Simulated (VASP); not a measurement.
**I: relaxation of cell and atoms with PBEsol**

Crystal: I.

```xyz
8
Lattice="6.3636 0.0000 0.0000 0.0000 6.3636 0.0000 0.0000 0.0000 6.3636" Properties=species:S:1:pos:R:3 pbc="T T T"
I     3.1818    3.1818    3.1818
I     0.0000    0.0000    0.0000
I     1.5909    0.0000    3.1818
I     3.1818    1.5909    0.0000
I     3.1818    4.7727    0.0000
I     4.7727    0.0000    3.1818
I     0.0000    3.1818    4.7727
I     0.0000    3.1818    1.5909
```

```
Program                : VASP 6.6.1
Task                   : relaxation of cell and atoms
Functional             : PBEsol
Potentials or basis    : VASP PAW PBE potentials, release 64 (I)
Cutoff                 : 600 eV
k mesh                 : 6 × 6 × 6
Occupations            : gaussian, width 0.1 eV
Spin                   : no spin polarisation
Dipole correction      : no
Further INCAR settings : ALGO = Normal; EDIFF = 1e-06; IBRION = 2; EDIFFG = -0.01; NSW = 100; ISIF = 3
```

```
Relaxed volume                         : 32.43 Å³/atom
Relaxed cell                           : a = 6.378 Å, b = 6.378 Å, c = 6.378 Å, α = 90.00°, β = 90.00°, γ = 90.00°
Space group after relaxing (to 0.05 Å) : Pm-3n (No. 223)
Energy gained by relaxing              : 0.2 meV/atom
Ionic steps                            : 2
Pressure after relaxing                : 0.0 GPa
Band gap on the k mesh                 : zero (band 28 reaches 5.61 eV, above the bottom of band 29 at 4.51 eV)
```

Step by step:
```
step  energy change (eV)  largest force (eV/Å)  pressure (GPa)  volume (Å³)
   1              0.0000                0.0000            0.24       257.70
   2             -0.0013                0.0000            0.00       259.47
```

Final structure:
```
I
1.0
     6.37820    0.00000    0.00000
     0.00000    6.37820    0.00000
     0.00000    0.00000    6.37820
I
8
Direct
  0.50000 0.50000 0.50000
  0.00000 0.00000 0.00000
  0.25000 0.00000 0.50000
  0.50000 0.25000 0.00000
  0.50000 0.75000 0.00000
  0.75000 0.00000 0.50000
  0.00000 0.50000 0.75000
  0.00000 0.50000 0.25000
```

Levels at points of the mesh, in eV from the Fermi level:
```tsv
k point	band 26	band 27	band 28	band 29	band 30	band 31
(0.00, 0.00, 0.00)	-0.49	0.25	0.25	0.25	1.83	1.83
(0.50, 0.00, 0.00)	-0.65	0.26	0.26	0.45	0.45	1.71
(0.50, 0.50, 0.00)	-0.57	-0.53	-0.41	-0.35	0.43	0.43
(0.50, 0.50, 0.50)	-1.22	-0.84	-0.84	-0.84	-0.84	-0.84
```

Wall time 7.4 min on 1 thread of Oxide Virtual Turin-like Processor, on a shared host, peak memory 0.45 GiB.

Caveat: the PAW data sets were made with another functional, which shifts forces and pressure a little; spin-orbit coupling is left out, which moves the levels of the heavy elements.
